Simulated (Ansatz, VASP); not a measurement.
ZnS: VASP beside Ansatz

File POSCAR:

```
ZnS
1.0
    3.8455099668      0.0000000000      0.0000000000
   -1.9227549834      3.3303093218      0.0000000000
    0.0000000000      0.0000000000      6.3052902589
Zn S
2 2
Direct
    0.3333333333      0.6666666667      0.0052193591
    0.6666666667      0.3333333333      0.5052193591
    0.3333333333      0.6666666667      0.3797806409
    0.6666666667      0.3333333333      0.8797806409
```

The input INCAR.step1:

```
PREC = Accurate
ENCUT = 520
ISMEAR = 0
SIGMA = 0.02
LREAL = F
LASPH = T
NELM = 100
NBANDS = 26
GGA = PE
ALGO = Normal
EDIFF = 1E-4
LWAVE = T
LCHARG = F
```

Contents of INCAR.step2:

```
PREC = Accurate
ENCUT = 520
EDIFF = 1E-6
ISMEAR = 0
SIGMA = 0.02
LREAL = F
LASPH = T
NELM = 100
ALGO = Normal
ISIF = 2
LWAVE = F
LCHARG = F
METAGGA = R2SCAN
LMIXTAU = T
NBANDS = 26
ISTART = 1
```

KPOINTS

```
Automatic mesh
0
Gamma
  9 9 6
```

Input for Ansatz:

```yaml
crystal:
  lattice:
    - [3.8455099668, 0.0, 0.0]
    - [-1.9227549834, 3.3303093218, 0.0]
    - [0.0, 0.0, 6.3052902589]
  atoms:
    - { symbol: Zn, position: [0.3333333333, 0.6666666667, 0.0052193591] }
    - { symbol: Zn, position: [0.6666666667, 0.3333333333, 0.5052193591] }
    - { symbol: S, position: [0.3333333333, 0.6666666667, 0.3797806409] }
    - { symbol: S, position: [0.6666666667, 0.3333333333, 0.8797806409] }
basis:
  ecutwfc: 500
kpoints:
  mp_grid: { grid: [9, 9, 6] }
  band_path:
    path:
      - [[0.0, 0.0, 0.0], [0.5, 0.0, 0.0], [0.33333333, 0.33333333, 0.0], [0.0, 0.0, 0.0], [0.0, 0.0, 0.5], [0.5, 0.0, 0.5], [0.33333333, 0.33333333, 0.5], [0.0, 0.0, 0.5]]
      - [[0.5, 0.0, 0.5], [0.5, 0.0, 0.0]]
      - [[0.33333333, 0.33333333, 0.5], [0.33333333, 0.33333333, 0.0]]
    npoints: 14
hamiltonian:
  xc: r2scan
scf:
  occupations: { method: gaussian, width: 0.02 }
  n_extra_bands: 10
output:
  forces: true
  stress: true
  eigenvalues: true
  populations: true
  dos: { projected: true, de: 0.02, nscf_kmesh: { grid: [14, 14, 9] } }
  bader: true
  write_density: true
  write_potential: true
  elf: true
  volumetric_format: npy
```

Alike in both runs: task single point; functional r2SCAN; k mesh 9 × 9 × 6; occupations gaussian, width 0.02 eV; no spin polarisation.

```csv
,VASP,Ansatz
version,VASP 6.6.1,Ansatz 0.2.0
potentials or method,"VASP PAW PBE potentials, release 64 (Zn, S), cutoff 520 eV","scalar-relativistic, plane waves, PAW"
valence electrons in the cell,36,36
```

```csv
,VASP,Ansatz,Ansatz less VASP
gap on the k mesh at the Fermi level (eV),2.65,2.64,-0.007
least direct gap on the mesh (eV),2.65,2.64,-0.007
pressure (GPa),-2.2,-2.2,-0.04
rms of the force components (eV/Å),0.008,0.000,-0.0082
```

VASP's potentials were made for PBE, not for r2SCAN. Atom by atom the forces differ by 0.008 eV/Å (rms over components).
